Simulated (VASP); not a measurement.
# Sn3Se (Pm-3m) in VASP: a series of runs, part 2 of 2

VASP 6.6.1. Earlier steps stand in the parts before.

### 3 Single point, PBE

INCAR reads:

```
  ALGO = Normal
  EDIFF = 1E-6
  ENCUT = 520
  GGA = PE
  ISIF = 2
  ISMEAR = 0
  LASPH = True
  LCHARG = True
  LELF = True
  LREAL = False
  LVHAR = True
  LWAVE = False
  NBANDS = 32
  NELM = 100
  PREC = Accurate
  SIGMA = 0.15
```

KPOINTS reads:

```
k-points
0
Gamma
  10 10 10
```

POSCAR reads:

```
Sn3Se
1.0
    4.7527271798      0.0000000000      0.0000000000
    0.0000000000      4.7527271798      0.0000000000
    0.0000000000      0.0000000000      4.7527271798
Sn Se
3 1
Direct
    0.0000000000      0.5000000000      0.5000000000
    0.5000000000      0.0000000000      0.5000000000
    0.5000000000      0.5000000000      0.0000000000
    0.0000000000      0.0000000000      0.0000000000
```

Potentials or basis: VASP PAW PBE potentials, release 64 (Sn_d, Se).

Launch:

```
$ cat potpaw_PBE.64/Sn_d/POTCAR potpaw_PBE.64/Se/POTCAR > POTCAR
$ mpirun -np 1 vasp_std > vasp.out
```

Run time: 3.3 min. Hardware: 1 thread of Intel Xeon 8259CL, shared host; peak memory 0.31 GiB.

It converged, with:

```yaml
Free_energy: -14.8460 eV
Pressure: -0.1 GPa
Band_gap_on_the_k_mesh: zero (band 24 reaches 9.12 eV, above the bottom of band 25 at 6.70 eV)
```

Levels at points of the mesh, in eV from the Fermi level:
```csv
k point,band 21,band 22,band 23,band 24,band 25,band 26,band 27,band 28
"(0.00, 0.00, 0.00)",-4.29,-4.29,-0.06,-0.06,-0.06,2.26,2.26,2.26
"(0.50, 0.00, 0.00)",-3.22,-1.88,-1.78,-1.78,-0.13,1.83,2.11,2.16
"(0.50, 0.50, 0.00)",-2.35,-2.04,-2.04,-0.67,0.08,0.08,0.08,3.11
"(0.50, 0.50, 0.50)",-5.20,-5.20,-4.69,1.94,1.94,1.94,5.81,5.81
```

Caveat: spin-orbit coupling is left out, which moves the levels of the heavy elements.

### 4 Single point, PBE

INCAR reads:

```
SYSTEM = Sn3Se
PREC = Accurate
ENCUT = 520
EDIFF = 1E-6
ISMEAR = 0
SIGMA = 0.15
LREAL = .FALSE.
LASPH = .TRUE.
NELM = 80
ALGO = Normal
ISIF = 2
LWAVE = .FALSE.
LCHARG = .FALSE.
GGA = PE
NBANDS = 32
```

KPOINTS reads:

```
Automatic mesh
0
G
  12 12 12
  0 0 0
```

POSCAR is that of step 3.

Potentials or basis: VASP PAW PBE potentials, release 64 (Sn_d, Se).

Launch:

```
$ cat potpaw_PBE.64/Sn_d/POTCAR potpaw_PBE.64/Se/POTCAR > POTCAR
$ mpirun -np 1 vasp_std > vasp.out
```

OUTCAR:

```text
SYSTEM = Sn3Se
   PREC = Accurate
   ENCUT = 520
   EDIFF = 1E-6
   ISMEAR = 0
   LREAL = .FALSE.
   LASPH = .TRUE.
   NELM = 80
   ISIF = 2
   GGA = PE

 ion  position               nearest neighbor table
   1  0.000  0.500  0.500-   2 3.36   3 3.36   3 3.36   2 3.36   2 3.36   3 3.36   3 3.36   2 3.36

   2  0.500  0.000  0.500-   1 3.36   3 3.36   3 3.36   1 3.36   3 3.36   3 3.36   1 3.36   1 3.36

   3  0.500  0.500  0.000-   1 3.36   2 3.36   1 3.36   2 3.36   2 3.36   2 3.36   1 3.36   1 3.36

   4  0.000  0.000  0.000-

[... 1034 lines left out ...]

 [... further k-points ...]
[... 5 lines left out ...]
  --------------------------------------------------------------------------------------
  -------------------------------------------------------------------------------------
  Total       -0.0783423     -0.0783423     -0.0783423      0.0000000      0.0000000     -0.0000000
  in kB       -1.1691708     -1.1691708     -1.1691708      0.0000000      0.0000000     -0.0000000
  external PRESSURE =      -1.1691708 kB  Pullay stress =       0.0000000 kB

 VOLUME and BASIS-vectors are now :
 -----------------------------------------------------------------------------
  energy-cutoff  :      520.00
  volume of cell :      107.36
      direct lattice vectors                 reciprocal lattice vectors
     4.752727180  0.000000000  0.000000000     0.210405513  0.000000000  0.000000000
     0.000000000  4.752727180  0.000000000     0.000000000  0.210405513  0.000000000
     0.000000000  0.000000000  4.752727180     0.000000000  0.000000000  0.210405513

 POSITION                                       TOTAL-FORCE (eV/Angst)
 -----------------------------------------------------------------------------------
      0.00000      2.37636      2.37636         0.000000      0.000000      0.000000
      2.37636      0.00000      2.37636         0.000000      0.000000      0.000000
      2.37636      2.37636      0.00000         0.000000      0.000000      0.000000
      0.00000      0.00000      0.00000         0.000000      0.000000      0.000000
 -----------------------------------------------------------------------------------
    total drift:                                0.000000      0.000000      0.000000

  FREE ENERGIE OF THE ION-ELECTRON SYSTEM (eV)
  ---------------------------------------------------
  free  energy   TOTEN  =       -14.8438668246 eV

  energy  without entropy=      -14.8132655838  energy(sigma->0) =      -14.82856620
```

OSZICAR:

```text
N       E                     dE             d eps       ncg     rms          rms(c)
DAV:   1     0.446804908834E+03    0.44680E+03   -0.23966E+04  5600   0.218E+03
DAV:   2     0.436938653686E+02   -0.40311E+03   -0.39121E+03  5392   0.550E+02
DAV:   3    -0.124080818209E+02   -0.56102E+02   -0.54217E+02  6536   0.173E+02
DAV:   4    -0.149308535930E+02   -0.25228E+01   -0.25157E+01  6064   0.391E+01
DAV:   5    -0.150071759605E+02   -0.76322E-01   -0.76317E-01  7416   0.725E+00    0.357E+00
DAV:   6    -0.148572931791E+02    0.14988E+00   -0.22517E-01  7112   0.357E+00    0.208E+00
DAV:   7    -0.148467145749E+02    0.10579E-01   -0.71291E-02  6888   0.149E+00    0.975E-01
DAV:   8    -0.148438666334E+02    0.28479E-02   -0.10762E-02  6872   0.655E-01    0.128E-01
DAV:   9    -0.148438411584E+02    0.25475E-04   -0.15237E-03  6152   0.315E-01    0.464E-02
DAV:  10    -0.148438671063E+02   -0.25948E-04   -0.19599E-04  7016   0.135E-01    0.181E-02
DAV:  11    -0.148438680030E+02   -0.89663E-06   -0.15600E-05  6520   0.267E-02    0.707E-03
DAV:  12    -0.148438669030E+02    0.11000E-05   -0.20787E-06  4528   0.132E-02    0.131E-03
DAV:  13    -0.148438668246E+02    0.78426E-07   -0.37185E-07  3728   0.565E-03
   1 F= -.14843867E+02 E0= -.14828566E+02  d E =-.306012E-01
```

It took 5.4 min on 1 thread of Intel Xeon 8259CL, shared host; peak memory 0.37 GiB.

Results:

```
Free energy            : -14.8439 eV
Pressure               : -0.1 GPa
Band gap on the k mesh : zero (band 24 reaches 9.12 eV, above the bottom of band 25 at 6.71 eV)
```

Caveat: spin-orbit coupling is left out, which moves the levels of the heavy elements.

### 5 Relaxation of cell and atoms, PBE

This run uses another cell than the first one, of 26.66 Å³/atom, 0.993 times its volume.

INCAR reads:

```
PREC     = Accurate       # precision mode
ENCUT    = 600            # plane-wave cutoff, eV
EDIFF    = 1E-6           # SCF threshold, eV
ISMEAR   = 0              # smearing method
SIGMA    = 0.1            # smearing width, eV
LREAL    = False          # projectors in reciprocal space
LASPH    = True           # aspherical terms in the spheres
NELM     = 80             # most SCF steps
ALGO     = Normal         # electronic algorithm
ISIF     = 3              # what is computed and relaxed
LWAVE    = False          # write WAVECAR
LCHARG   = False          # write CHGCAR
GGA      = PE             # functional
IBRION   = 2              # ionic algorithm
NSW      = 100            # ionic steps
EDIFFG   = -0.005         # ionic threshold
```

KPOINTS reads:

```
regular mesh
0
Gamma
  10 10 10
```

POSCAR reads:

```
Sn3Se
1.0
    4.7418790000      0.0000000000      0.0000000000
    0.0000000000      4.7418790000      0.0000000000
    0.0000000000      0.0000000000      4.7418790000
Sn Se
3 1
Direct
    0.0000000000      0.5000000000      0.5000000000
    0.5000000000      0.0000000000      0.5000000000
    0.5000000000      0.5000000000      0.0000000000
    0.0000000000      0.0000000000      0.0000000000
```

Launch:

```
$ cat potpaw_PBE.64/Sn_d/POTCAR potpaw_PBE.64/Se/POTCAR > POTCAR
$ mpirun -np 1 vasp_std > vasp.out
```

Wall time 8.1 min (1 thread of Intel Xeon 8259CL, shared host); peak memory 0.36 GiB.

Results (log left out):

```
Free energy                            : -14.8381 eV
Relaxed volume                         : 26.84 Å³/atom
Relaxed cell                           : a = 4.753 Å, b = 4.753 Å, c = 4.753 Å, α = 90.00°, β = 90.00°, γ = 90.00°
Space group after relaxing (to 0.05 Å) : Pm-3m (No. 221)
Energy gained by relaxing              : 0.2 meV/atom
Ionic steps                            : 3
Pressure after relaxing                : 0.0 GPa
Band gap on the k mesh                 : zero (band 24 reaches 9.12 eV, above the bottom of band 25 at 6.70 eV)
```

The path:
```
step  energy change (eV)  largest force (eV/Å)  pressure (GPa)  volume (Å³)
   1              0.0000                0.0000            0.32       106.62
   2             -0.0007                0.0000           -0.04       107.44
   3             -0.0007                0.0000            0.01       107.36
```

Final structure:
```
Sn Se
1.0
     4.75271    0.00000    0.00000
     0.00000    4.75271    0.00000
     0.00000    0.00000    4.75271
Sn Se
3 1
Direct
  0.00000 0.50000 0.50000
  0.50000 0.00000 0.50000
  0.50000 0.50000 0.00000
  0.00000 0.00000 0.00000
```

Levels at points of the mesh, in eV from the Fermi level:
| k point | band 20 | band 21 | band 22 | band 23 | band 24 | band 25 | band 26 | band 27 | band 28 |
| --- | --- | --- | --- | --- | --- | --- | --- | --- | --- |
| (0.00, 0.00, 0.00) | -4.30 | -4.30 | -4.30 | -0.07 | -0.07 | -0.07 | 2.25 | 2.25 | 2.25 |
| (0.50, 0.00, 0.00) | -3.23 | -3.23 | -1.88 | -1.78 | -1.78 | -0.14 | 1.82 | 2.10 | 2.15 |
| (0.50, 0.50, 0.00) | -2.56 | -2.36 | -2.04 | -2.04 | -0.68 | 0.07 | 0.07 | 0.07 | 3.10 |
| (0.50, 0.50, 0.50) | -5.21 | -5.21 | -5.21 | -4.70 | 1.94 | 1.94 | 1.94 | 5.80 | 5.80 |

Caveat: spin-orbit coupling is left out, which moves the levels of the heavy elements.

### 6 Overview

```tsv
task	cell	k mesh	cutoff (eV)	smearing	gap on the mesh (eV)	pressure (GPa)
single point	a = 4.753 Å, 4 atoms	10 × 10 × 10	520	gaussian 0.1 eV	none	0.0
single point	a = 4.753 Å, 4 atoms	10 × 10 × 10	520	gaussian 0.15 eV	none	-0.1
single point	a = 4.753 Å, 4 atoms	12 × 12 × 12	520	gaussian 0.15 eV	none	-0.1
relaxation of cell and atoms	relaxed from a = 4.742 Å, 4 atoms	10 × 10 × 10	600	gaussian 0.1 eV	none	0.0
```

Alike in all rows: level PBE; potentials or basis VASP PAW PBE potentials, release 64 (Sn_d, Se); no spin polarisation.

Every run on the cell as given and a fine mesh finds a metal.

Caveats: spin-orbit coupling is left out, which moves the levels of the heavy elements.

Total energies depend on the potentials used, so only differences within one code and one set of settings carry meaning.
